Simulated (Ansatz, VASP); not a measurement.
**BeTe in VASP and in Ansatz**

```
Be Te
1.0
     0.00000    2.77000    2.72845
     2.77000    0.00000    2.72845
     2.77000    2.77000    0.00000
Be Te
1 1
Direct
  0.00000 0.00000 0.00000
  0.75000 0.75000 0.75000
```

Change from the starting cell: strain +0.000 along x and y, -0.015 along z, atoms carried along.

Alike in both runs: task single point; functional PBE; k mesh 8 × 8 × 8; occupations gaussian, width 0.05 eV; no spin polarisation.

|  | VASP | Ansatz |
| --- | --- | --- |
| version | VASP 6.6.1 | Ansatz 0.2.0 |
| potentials or method | VASP PAW PBE potentials, release 64 (Be, Te), cutoff 520 eV | scalar-relativistic, plane waves, PAW |
| valence electrons in the cell | 8 | 18 |

VASP gave:

- gap on the k mesh at the Fermi level (eV): 1.68
- least direct gap on the mesh (eV): 3.47
- pressure (GPa): 5.6
- traceless stress, the component that is largest in VASP (GPa): 0.62

**Question.** Which values does Ansatz return?

**Answer.** gap on the k mesh at the Fermi level (eV): 1.69; least direct gap on the mesh (eV): 3.49; pressure (GPa): 5.4; traceless stress, the component that is largest in VASP (GPa): 0.62.

VASP's potentials hold 8 valence electrons a cell and Ansatz's 18, so a difference there can come from the potentials and not from the codes.

Spin-orbit coupling is off throughout.
